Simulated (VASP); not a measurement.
Here is a VASP 6.6.1 calculation.

File INCAR:

```
SYSTEM = Au
PREC     = Accurate       ! precision mode
ENCUT    = 520            ! plane-wave cutoff, eV
EDIFF    = 1E-6           ! SCF threshold, eV
ISMEAR   = -1             ! smearing method
SIGMA    = 0.05           ! smearing width, eV
LREAL    = .False.        ! projectors in reciprocal space
LASPH    = .True.         ! aspherical terms in the spheres
NELM     = 80             ! most SCF steps
ALGO     = Normal         ! electronic algorithm
ISIF     = 2              ! what is computed and relaxed
LWAVE    = .False.        ! write WAVECAR
LCHARG   = .False.        ! write CHGCAR
GGA      = PS             ! functional
NBANDS   = 18             ! bands
```

File KPOINTS:

```
Automatic mesh
0
Gamma
  11 11 6
  0 0 0
```

Contents of POSCAR:

```
Au
1.0
    2.7587861152      0.0000000000      0.0000000000
   -1.3793930576      2.3891788593      0.0000000000
    0.0000000000      0.0000000000      4.5705843238
Au
2
Direct
    0.6666666667      0.3333333333      0.2500000000
    0.3333333333      0.6666666667      0.7500000000
```

Potentials or basis: VASP PAW PBE potentials, release 64 (Au).

Command:

```sh
$ cat potpaw_PBE.64/Au/POTCAR > POTCAR
$ mpirun -np 1 vasp_std > vasp.out
```

(1) Estimate the pressure.

(2) What does it give for the band gap on the k mesh?

## Answers

(1) 29.7 GPa.

(2) zero (bands 11 and 12 overlap by 6.96 eV).

Caveat: the cell stands under pressure; the PAW data sets were made with another functional, which shifts forces and pressure a little; spin-orbit coupling is left out, which moves the levels of the heavy elements.
